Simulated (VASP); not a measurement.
## HfO2: relaxation of cell and atoms with PBEsol

The system is HfO2.

```xyz
3
Lattice="0.0000 2.5600 2.5600 2.5600 0.0000 2.5600 2.5600 2.5600 0.0000" Properties=species:S:1:pos:R:3 pbc="T T T"
Hf    0.0000    0.0000    0.0000
O     1.2800    1.2800    1.2800
O     3.8400    3.8400    3.8400
```

| Quantity | Value |
| --- | --- |
| Program | VASP 6.6.1 |
| Task | relaxation of cell and atoms |
| Functional | PBEsol |
| Potentials or basis | VASP PAW PBE potentials, release 64 (Hf_pv, O) |
| Cutoff | 600 eV |
| k mesh | 7 × 7 × 7 |
| Occupations | fermi-dirac, width 0.02 eV |
| Spin | no spin polarisation |
| Dipole correction | no |
| Further INCAR settings | ALGO = Normal; EDIFF = 1e-07; IBRION = 2; EDIFFG = -0.03; NSW = 60; ISIF = 3 |

The relaxed volume is 10.55 Å³/atom and the relaxed cell is a = 3.550 Å, b = 3.550 Å, c = 3.550 Å, α = 60.00°, β = 60.00°, γ = 60.00°. The space group after relaxing (to 0.1 Å) is Fm-3m (No. 225) and the energy gained by relaxing is 30.8 meV/atom. The ionic steps are 3, the pressure after relaxing is -0.4 GPa and the band gap on the k mesh is 3.94 eV (least direct gap 4.13 eV).

The path:
```
step  energy change (eV)  largest force (eV/Å)  pressure (GPa)  volume (Å³)
   1              0.0000                0.0000          -14.36        33.55
   2              0.1332                0.0000           29.21        28.92
   3             -0.0925                0.0000           -0.40        31.64
```

Final structure:
```xyz
3
Lattice="0.0000 2.5104 2.5104 2.5104 0.0000 2.5104 2.5104 2.5104 0.0000" Properties=species:S:1:pos:R:3 pbc="T T T"
Hf    0.0000    0.0000    0.0000
O     1.2552    1.2552    1.2552
O     3.7656    3.7656    3.7656
```

Levels at points of the mesh, in eV from the valence-band top:
```
           k point  band 8  band 9  band 10  band 11  band 12  band 13  band 14  band 15
(0.00, 0.00, 0.00)   -5.49   -0.54    -0.54    -0.54     3.94     3.94     5.98    10.89
```

Run time: 36 s on 1 thread of Intel(R) Xeon(R) Platinum 8259CL CPU @ 2.50GHz (Skylake/Cascade Lake) (shared host), peak memory 0.18 GiB.

Caveat: the PAW data sets were made with another functional, which shifts forces and pressure a little; spin-orbit coupling is left out, which moves the levels of the heavy elements; an odd mesh through Γ misses points on the zone boundary, where band edges can lie.
